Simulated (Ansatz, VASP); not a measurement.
**Two plane-wave programs on TiO2**

File INCAR:

```
PREC     = Accurate       # precision mode
ENCUT    = 520            # plane-wave cutoff, eV
EDIFF    = 1E-6           # SCF threshold, eV
ISMEAR   = 0              # smearing method
SIGMA    = 0.05           # smearing width, eV
LREAL    = False          # projectors in reciprocal space
LASPH    = True           # aspherical terms in the spheres
NELM     = 60             # most SCF steps
ALGO     = Normal         # electronic algorithm
ISIF     = 2              # what is computed and relaxed
LWAVE    = False          # write WAVECAR
LCHARG   = True           # write CHGCAR
GGA      = PE             # functional
LELF     = True           # ELF
LVHAR    = True         
NBANDS   = 33             # bands
```

File KPOINTS:

```
regular mesh
0
Gamma
  6 6 10
```

The input POSCAR:

```
TiO2
1.0
    4.5273148210      0.0000000000      0.0000000000
    0.0000000000      4.5273148210      0.0000000000
    0.0000000000      0.0000000000      2.8897670966
Ti O
2 4
Direct
    0.0000000000      0.0000000000      0.0117733187
    0.5000000000      0.5000000000      0.5117733187
    0.3050970583      0.3050970583     -0.0176121460
    0.1949029417      0.8050970583      0.4823878540
    0.6949029417      0.6949029417     -0.0176121460
    0.8050970583      0.1949029417      0.4823878540
```

Input for Ansatz:

```yaml
crystal:
  lattice:
    - [4.527314821, 0.0, 0.0]
    - [0.0, 4.527314821, 0.0]
    - [0.0, 0.0, 2.8897670966]
  atoms:
    - { symbol: Ti, position: [0.0, 0.0, 0.0117733187] }
    - { symbol: Ti, position: [0.5, 0.5, 0.5117733187] }
    - { symbol: O, position: [0.3050970583, 0.3050970583, -0.017612146] }
    - { symbol: O, position: [0.1949029417, 0.8050970583, 0.482387854] }
    - { symbol: O, position: [0.6949029417, 0.6949029417, -0.017612146] }
    - { symbol: O, position: [0.8050970583, 0.1949029417, 0.482387854] }
basis:
  ecutwfc: 520.0
kpoints:
  mp_grid: { grid: [6, 6, 10] }
hamiltonian:
  xc: pbe
  pseudopotentials: { kind: paw, azcp: { folder: soft_1 } }
scf:
  occupations: { method: gaussian, width: 0.05 }
output:
  forces: true
  stress: true
  eigenvalues: true
  write_density: true
  write_potential: true
  elf: true
  volumetric_format: npy
```

Change from the starting cell: mode 1 frozen in at -0.052 Å, equal normal strain along x, y and z -0.0250.

Alike in both runs: task single point; functional PBE; k mesh 6 × 6 × 10; occupations gaussian, width 0.05 eV; no spin polarisation.

|  | VASP | Ansatz |
| --- | --- | --- |
| version | VASP 6.6.1 | Ansatz 0.2.0 |
| potentials or method | VASP PAW PBE potentials, release 64 (Ti_sv, O), cutoff 520 eV | scalar-relativistic, plane waves, PAW |
| valence electrons in the cell | 48 | 48 |

VASP gave:

| Property | Result |
| --- | --- |
| gap on the k mesh at the Fermi level (eV) | 2.16 |
| least direct gap on the mesh (eV) | 2.26 |
| pressure (GPa) | 22.3 |
| traceless stress, the component that is largest in VASP (GPa) | 4.38 |
| rms of the force components (eV/Å) | 0.324 |

**Question.** Estimate Ansatz's values.

**Answer.** gap on the k mesh at the Fermi level (eV): 2.19; least direct gap on the mesh (eV): 2.30; pressure (GPa): 21.6; traceless stress, the component that is largest in VASP (GPa): 4.14; rms of the force components (eV/Å): 0.302.

Atom by atom the forces differ by 0.022 eV/Å (rms over components). The functional is the same, so the differences come from potentials, cutoffs and numerics.
